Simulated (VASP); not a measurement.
# MgO (P6_3/mmc) in VASP: dielectric tensor with PBEsol

Aim: the dielectric tensor of MgO with PBEsol.

All numbers are computed with VASP 6.6.1; they aren't measurements. Logs are shortened: lines on timing, memory, paths and dates and some standing lists are left out, and cuts for length are marked.

**1. The cell of the first run**

The structure is hexagonal, space group P6_3/mmc (No. 194). The conventional cell has a = 3.486 Å, b = 3.486 Å, c = 4.178 Å, α = 90.00°, β = 90.00°, γ = 120.00°. Within 2.7 Å of Mg (site symmetry -6m2) lie 5 O at 2.01 to 2.09 Å. Within 2.7 Å of O (site symmetry -6m2) lie 5 Mg at 2.01 to 2.09 Å.

**2. Dielectric tensor, PBEsol**

INCAR reads:

```
  ALGO = Normal
  EDIFF = 1E-8
  ENCUT = 520
  GGA = PS
  ISIF = 2
  ISMEAR = 0
  LASPH = T
  LCHARG = F
  LEPSILON = T
  LREAL = F
  LWAVE = F
  NELM = 60
  PREC = Accurate
  SIGMA = 0.01
```

KPOINTS reads:

```
k-points
0
Gamma
  6 6 4
```

POSCAR reads:

```
MgO
1.0
    3.4863778600      0.0000000000      0.0000000000
   -1.7431889300      3.0192918000      0.0000000000
    0.0000000000      0.0000000000      4.1780412200
Mg O
2 2
Direct
    0.6666666707      0.3333333300      0.7499999988
    0.3333333293      0.6666666700      0.2499999988
    0.6666666707      0.3333333300      0.2499999988
    0.3333333293      0.6666666700      0.7499999988
```

Potentials or basis: VASP PAW PBE potentials, release 64 (Mg, O).

The run is started by

```bash
$ cat potpaw_PBE.64/Mg/POTCAR potpaw_PBE.64/O/POTCAR > POTCAR
$ mpirun -np 1 vasp_std > vasp.out
```

OUTCAR:

```text
EDIFF = 1E-8
   ENCUT = 520
   GGA = PS
   ISIF = 2
   ISMEAR = 0
   LASPH = T
   LEPSILON = T
   LREAL = F
   NELM = 60
   PREC = Accurate

 ion  position               nearest neighbor table
   1  0.667  0.333  0.750-   4 2.01   4 2.01   4 2.01   3 2.09   3 2.09   2 2.90   2 2.90   2 2.90
                             2 2.90   2 2.90   2 2.90
   2  0.333  0.667  0.250-   3 2.01   3 2.01   3 2.01   4 2.09   4 2.09   1 2.90   1 2.90   1 2.90
                             1 2.90   1 2.90   1 2.90
   3  0.667  0.333  0.250-   2 2.01   2 2.01   2 2.01   1 2.09   1 2.09
   4  0.333  0.667  0.750-   1 2.01   1 2.01   1 2.01   2 2.09   2 2.09

  LATTYP: Found a hexagonal cell.
 ALAT       =     3.4863778600
 C/A-ratio  =     1.1983902456

  Lattice vectors:

 A1 = (   3.4863778600,   0.0000000000,   0.0000000000)
 A2 = (  -1.7431889300,   3.0192918000,   0.0000000000)
 A3 = (   0.0000000000,   0.0000000000,   4.1780412200)

Analysis of symmetry for initial positions (statically):
=====================================================================
 Subroutine PRICEL returns:
 Original cell was already a primitive cell.

 Routine SETGRP: Setting up the symmetry group for a
 hexagonal supercell.

 Subroutine GETGRP returns: Found 24 space group operations
 (whereof 12 operations were pure point group operations)
 out of a pool of 24 trial point group operations.

The static configuration has the point symmetry D_3d.
 The point group associated with its full space group is D_6h.

Analysis of symmetry for dynamics (positions and initial velocities):
=====================================================================
 Subroutine PRICEL returns:
 Original cell was already a primitive cell.

 Routine SETGRP: Setting up the symmetry group for a
 hexagonal supercell.

 Subroutine GETGRP returns: Found 24 space group operations
 (whereof 12 operations were pure point group operations)
 out of a pool of 24 trial point group operations.

The dynamic configuration has the point symmetry D_3d.
 The point group associated with its full space group is D_6h.

 Subroutine INISYM returns: Found 24 space group operations
 (whereof 12 operations are pure point group operations),
 and found     1 'primitive' translations

----------------------------------------------------------------------------------------

                                     Primitive cell

  volume of cell :      43.9797

  direct lattice vectors                    reciprocal lattice vectors
     3.486377860  0.000000000  0.000000000     0.286830642  0.165601748  0.000000000
    -1.743188930  3.019291800  0.000000000     0.000000000  0.331203496  0.000000000
     0.000000000  0.000000000  4.178041220     0.000000000  0.000000000  0.239346609

  length of vectors
     3.486377860  3.486377865  4.178041220     0.331203497  0.331203496  0.239346609

  position of ions in fractional coordinates (direct lattice)
     0.666666671  0.333333330  0.749999999
     0.333333329  0.666666670  0.249999999
     0.666666671  0.333333330  0.249999999
     0.333333329  0.666666670  0.749999999

  ion indices of the primitive-cell ions
   primitive index   ion index
                 1           1
                 2           2
                 3           3
                 4           4

----------------------------------------------------------------------------------------

 KPOINTS: k-points

Automatic generation of k-mesh.
 Grid dimensions read from file:
 generate k-points for:    6    6    4

 Generating k-lattice:

  Cartesian coordinates                     Fractional coordinates (reciprocal lattice)
     0.047805107  0.027600291  0.000000000     0.166666667  0.000000000  0.000000000
     0.000000000  0.055200583  0.000000000     0.000000000  0.166666667  0.000000000
     0.000000000  0.000000000  0.059836652     0.000000000  0.000000000  0.250000000

  Length of vectors
     0.055200583  0.055200583  0.059836652

  Shift w.r.t. Gamma in fractional coordinates (k-lattice)
     0.000000000  0.000000000  0.000000000

 Subroutine IBZKPT returns following result:
 ===========================================

 Found     21 irreducible k-points:

 Following reciprocal coordinates:
            Coordinates               Weight
  0.000000  0.000000  0.000000      1.000000
  0.166667  0.000000  0.000000      6.000000
  0.333333  0.000000  0.000000      6.000000
  0.500000  0.000000  0.000000      3.000000
  0.166667  0.166667  0.000000      6.000000
[... 41 lines left out ...]
   ISYM   =      2    0-nonsym 1-usesym 2-fastsym
   POTIM  = 0.5000    time-step for ionic-motion
   TEBEG  =    0.0;   TEEND  =   0.0 temperature during run
   PSTRESS=    0.0 pullay stress
   NELECT =      16.0000    total number of electrons
   NUPDOWN=      -1.0000    fix difference up-down
   EMIN   =  10.00;   EMAX   =-10.00  energy-range for DOS
   EFERMI =   0.00;   METHOD = LEGACY
   ISMEAR =     0;   SIGMA  =   0.01  broadening in eV -4-tet -1-fermi 0-gaus
   EFERMI_NEDOS =   21; number of points for ismear=-14 and -15
   IALGO  =     38    algorithm
   IMIX   =      4    mixing-type and parameters
     AMIX     =   0.40;   BMIX     =  1.00
     AMIX_MAG =   1.60;   BMIX_MAG =  1.00
  volume/ion in A,a.u.               =      10.99        74.20
  Fermi-wavevector in a.u.,A,eV,Ry     =   1.168685  2.208494 18.583167  1.365824
  Thomas-Fermi vector in A             =   2.305168
   LORBIT       =      0    0 simple, 1 ext, 2 COOP (PROOUT), +10 PAW based schemes
   GGA     = PS    functional components
   LHFCALC =     F    Hartree Fock is set to
   AEXX    =    0.0000 exact exchange contribution
   IVDW    =     0    specifies the selected vdW correction
   LEPSILON=     T    determine dielectric tensor
   LRPA    =     F    only Hartree local field effects (RPA)
 non-spin polarized calculation
 Gauss-broadening in eV      SIGMA  =   0.01
  energy-cutoff  :      520.00
  volume of cell :       43.98
 maximum number of plane-waves:      1204
 NGX is ok and might be reduce to    28
   NGX = 13   NGY = 13   NGZ = 15

--------------------------------------- Ionic step        1  -------------------------------------------

 number of electron      15.9999999 magnetization

 E-fermi :   1.9246     XC(G=0): -10.3132

 val. band max:        1.8829237158   @ k =   0.0000   0.0000   0.0000
 cond. band min:       5.1968214253   @ k =   0.0000   0.0000   0.0000
 fundamental gap:      3.3138977095
 Fermi energy:         1.9246257014

 k-point     1 :       0.0000    0.0000    0.0000
  band No.  band energies     occupation
      1     -14.9878      2.00000
      2     -13.5560      2.00000
      3      -1.8112      2.00000
      4       0.1269      2.00000
      5       0.1269      2.00000
      6       1.0704      2.00000
      7       1.0704      2.00000
      8       1.8829      2.00000
      9       5.1968      0.00000
     10      11.2721      0.00000
     11      13.9888      0.00000
     12      14.2955      0.00000
[... 286 lines left out ...]
 k-point    21 :       0.3333    0.3333    0.5000
  band No.  band energies     occupation
      1     -13.9450      2.00000
      2     -13.9450      2.00000
      3      -1.7593      2.00000
      4      -1.7593      2.00000
      5      -0.6421      2.00000
      6      -0.6421      2.00000
      7       1.4983      2.00000
      8       1.4983      2.00000
      9       9.8752      0.00000
     10       9.8752      0.00000
     11      12.6430      0.00000
     12      12.6430      0.00000

  FORCE on cell =-STRESS in cart. coord.  units (eV):
  Direction    XX          YY          ZZ          XY          YZ          ZX
  --------------------------------------------------------------------------------------
  -------------------------------------------------------------------------------------
  Total        0.1818363      0.1818363      0.2610137      0.0000000     -0.0000000      0.0000000
  in kB        6.6242824      6.6242825      9.5087106      0.0000000     -0.0000000      0.0000000
  external PRESSURE =       7.5857585 kB  Pullay stress =       0.0000000 kB

 VOLUME and BASIS-vectors are now :
 -----------------------------------------------------------------------------
  energy-cutoff  :      520.00
  volume of cell :       43.98
      direct lattice vectors                 reciprocal lattice vectors
     3.486377860  0.000000000  0.000000000     0.286830642  0.165601748  0.000000000
    -1.743188930  3.019291800  0.000000000     0.000000000  0.331203496  0.000000000
     0.000000000  0.000000000  4.178041220     0.000000000  0.000000000  0.239346609

 POSITION                                       TOTAL-FORCE (eV/Angst)
 -----------------------------------------------------------------------------------
      1.74319      1.00643      3.13353        -0.000000     -0.000000      0.000000
     -0.00000      2.01286      1.04451        -0.000000      0.000000      0.000000
      1.74319      1.00643      1.04451         0.000000      0.000000      0.000000
     -0.00000      2.01286      3.13353        -0.000000      0.000000      0.000000
 -----------------------------------------------------------------------------------
    total drift:                               -0.000017      0.000009      0.000001

  FREE ENERGIE OF THE ION-ELECTRON SYSTEM (eV)
  ---------------------------------------------------
  free  energy   TOTEN  =       -24.7580878805 eV

  energy  without entropy=      -24.7580878805  energy(sigma->0) =      -24.75808788

 HEAD OF MICROSCOPIC STATIC DIELECTRIC TENSOR (INDEPENDENT PARTICLE, excluding Hartree and local field effects)
 ------------------------------------------------------
           3.112743     0.000000     0.000000
           0.000000     3.112743    -0.000000
           0.000000    -0.000000     3.080193
 ------------------------------------------------------

 Free energy of the ion-electron system (eV)
  ---------------------------------------------------
  ---------------------------------------------------
  free energy    TOTEN  =        -0.26715871 eV

  energy without entropy =       -0.26715871

------------------------ aborting loop because EDIFF is reached ----------------------------------------

--------------------------------------- Ionic step        2  -------------------------------------------

------------------------ aborting loop because EDIFF is reached ----------------------------------------

--------------------------------------- Ionic step        3  -------------------------------------------

 Free energy of the ion-electron system (eV)
  ---------------------------------------------------
  ---------------------------------------------------
  free energy    TOTEN  =        -0.26569004 eV

  energy without entropy =       -0.26569004

------------------------ aborting loop because EDIFF is reached ----------------------------------------

 PIEZOELECTRIC TENSOR FIELD DIRECTION 3  (e Angst)
 -----------------------------------------------------------------------------
     0.00023  0.00000 -0.00000           (  0.00000  0.00000  0.00000)
     0.00000  0.00023  0.00000           (  0.00000  0.00000  0.00000)
     0.00000 -0.00000 -0.00045           (  0.00000  0.00000 -0.00002)

 PIEZOELECTRIC TENSOR FIELD DIRECTION 3  (C/m^2)
 -----------------------------------------------------------------------------
     0.00008  0.00000 -0.00000
     0.00000  0.00008  0.00000
     0.00000 -0.00000 -0.00016

 MACROSCOPIC STATIC DIELECTRIC TENSOR (including local field effects in DFT)
 ------------------------------------------------------
           2.994445     0.000000     0.000000
           0.000000     2.994445     0.000000
           0.000000     0.000000     3.013681
 ------------------------------------------------------

 PIEZOELECTRIC TENSOR (including local field effects)  for field in x, y, z        (e  Angst)
          XX          YY          ZZ          XY          YZ          ZX
  --------------------------------------------------------------------------------
  x     0.00000     0.00000     0.00000     0.00000     0.00000     0.00000
  y     0.00000     0.00000     0.00000     0.00000     0.00000     0.00000
  z     0.00000     0.00000     0.00000     0.00000     0.00000     0.00000

 PIEZOELECTRIC TENSOR (including local field effects)  for field in x, y, z        (C/m^2)
          XX          YY          ZZ          XY          YZ          ZX
  --------------------------------------------------------------------------------
  x     0.00000     0.00000     0.00000     0.00000     0.00000     0.00000
  y     0.00000     0.00000     0.00000     0.00000     0.00000     0.00000
  z     0.00000     0.00000     0.00000     0.00000     0.00000     0.00000

 BORN EFFECTIVE CHARGES (including local field effects) (in |e|, cummulative output)
 ---------------------------------------------------------------------------------
 ion    1
    1     1.76751     0.00000     0.00000
    2     0.00000     1.76751     0.00000
    3     0.00000     0.00000     1.99375
 ion    2
    1     1.76751     0.00000     0.00000
    2     0.00000     1.76751     0.00000
    3    -0.00000     0.00000     1.99375
 ion    3
    1    -1.76751     0.00000     0.00000
    2     0.00000    -1.76751     0.00000
    3    -0.00000     0.00000    -1.99375
 ion    4
    1    -1.76751     0.00000     0.00000
    2     0.00000    -1.76751     0.00000
    3     0.00000     0.00000    -1.99375
```

Wall time 73 s (1 thread of Intel Xeon Platinum 8488C (Sapphire Rapids), shared host); peak memory 0.21 GiB.

Results:

```
Band gap on the k mesh                  : 3.31 eV, direct
Electronic dielectric tensor (diagonal) : 2.99, 2.99, 3.01
Born charges (mean of the diagonal)     : Mg +1.84; O -1.84 e
```

Electronic dielectric tensor:
```
2.99 0.00 0.00
0.00 2.99 0.00
0.00 0.00 3.01
```

Born effective charge tensors (e):
atom 1, Mg
```
1.77 0.00 0.00
0.00 1.77 0.00
0.00 0.00 1.99
```
atom 2, Mg
```
1.77 0.00 0.00
0.00 1.77 0.00
0.00 0.00 1.99
```
atom 3, O
```
-1.77  0.00  0.00
 0.00 -1.77  0.00
 0.00  0.00 -1.99
```
atom 4, O
```
-1.77  0.00  0.00
 0.00 -1.77  0.00
 0.00  0.00 -1.99
```

Caveat: the PAW data sets were made with another functional, which shifts forces and pressure a little.
